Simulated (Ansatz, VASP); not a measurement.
# Li in VASP and in Ansatz

```xyz
8
Lattice="-3.6755 4.2844 2.2600 -3.3355 -3.7207 1.6511 -0.6631 0.4728 6.1536" Properties=species:S:1:pos:R:3 pbc="T T T"
Li   -3.2925    1.8627    3.3658
Li   -3.6205    2.0996    6.4359
Li   -4.0416   -1.0635    3.6189
Li   -4.3781   -0.8313    6.7005
Li   -1.4625   -0.2750    2.2360
Li   -1.7973   -0.0389    5.3152
Li   -5.8880    1.0772    4.7571
Li   -6.2157    1.3154    7.8295
```

Change from the starting cell: cell x2, atoms moved at random (sigma 0.15 Å) and cell strained at random (1.5 %), then relaxed without symmetry.

Alike in both runs: functional PBE; k mesh 4 × 4 × 4; occupations gaussian, width 0.2 eV; no spin polarisation.

Ansatz relaxed the structure, and its values are those at the end. VASP's run is a single point on that final structure, the one shown.

|  | VASP | Ansatz |
| --- | --- | --- |
| version | VASP 6.6.1 | Ansatz 0.2.0 |
| potentials or method | VASP PAW PBE potentials, release 64 (Li_sv), cutoff 520 eV | scalar-relativistic, plane waves, PAW |
| valence electrons in the cell | 24 | 24 |

```csv
,VASP,Ansatz,Ansatz less VASP
gap on the k mesh at the Fermi level (eV),none,none,-
rms of the force components (eV/Å),0.007,0.007,0.0000
```

A gap of «none» marks a metal or a gap that the smearing closes.

Noted on VASP's run: the cutoff is under 1.25 times that of the potentials, so the pressure is a little rough.
